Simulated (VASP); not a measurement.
## CoPdO2: single point with PBE

The system is CoPdO2.

```xyz
4
Lattice="1.3895 0.8022 6.4429 -1.3895 0.8022 6.4429 0.0000 -1.6044 6.4429" Properties=species:S:1:pos:R:3 pbc="T T T"
Co    0.0000    0.0000    0.0000
Pd    0.0000    0.0000    9.6643
O     0.0000    0.0000   13.8852
O     0.0000    0.0000    5.4435
```

The cell was generated, and may not be a known phase.

```
Program             : VASP 6.6.1
Task                : single point
Functional          : PBE
Potentials or basis : VASP PAW PBE potentials, release 64 (Co, Pd, O)
Cutoff              : 520 eV
k mesh              : 12 × 12 × 12
Occupations         : gaussian, width 0.1 eV
Spin                : collinear spin, ferromagnetic start
Starting moments    : [0.26, 0.16, 0.0, 0.0] μB
```

```yaml
Pressure: -0.1 GPa
Largest_force: 0.069 eV/Å
Net_moment: 0.30 μB per cell
Site_moments: Co +0.21; Pd +0.04; O +0.02 μB
Valence_electrons_inside_the_program's_atomic_spheres: Co 8.46; Pd 9.09; O 4.95
```

Forces in eV/Å, atoms in the order of the input:
```
Co   0.000  0.000  0.000
Pd   0.000  0.000  0.000
O    0.000  0.000  0.069
O    0.000  0.000 -0.069
```

Stress tensor (GPa, compression positive):
```
 0.08  0.00  0.00
 0.00  0.08  0.00
 0.00  0.00 -0.37
```

Levels at points of the mesh, in eV from the Fermi level:
Spin up:
```
           k point  band 14  band 15  band 16  band 17  band 18  band 19
(0.00, 0.00, 0.00)    -0.75    -0.25    -0.25     1.00     2.34     2.34
(0.50, 0.00, 0.00)    -0.48    -0.13     0.45     1.63     2.19     4.67
(0.50, 0.50, 0.00)    -0.66    -0.14     0.45     2.09     2.28     4.17
(0.50, 0.50, 0.50)    -0.31    -0.18    -0.18     1.70     2.29     2.29
```
Spin down:
```tsv
k point	band 11	band 12	band 13	band 14	band 15	band 16	band 17	band 18	band 19	band 20
(0.00, 0.00, 0.00)	-1.77	-1.26	-1.26	-0.55	-0.21	-0.21	1.10	2.44	2.44	7.00
(0.50, 0.00, 0.00)	-1.13	-0.64	-0.51	-0.24	-0.09	0.48	1.75	2.30	4.68	8.13
(0.50, 0.50, 0.00)	-1.16	-0.68	-0.59	-0.46	-0.02	0.48	2.21	2.39	4.17	7.89
(0.50, 0.50, 0.50)	-1.63	-1.27	-1.27	-0.15	-0.15	-0.05	1.74	2.40	2.40	5.53
```

Wall time 120 min on 1 thread of Intel Xeon 8259CL, with other jobs on the host, peak memory 0.71 GiB.

Caveat: semilocal functionals often make such compounds metallic where correlation or magnetic order opens a gap, which also shifts bond lengths. With open d or f shells a metallic result of PBE can be an artefact of self-interaction; +U or a hybrid may open a gap.
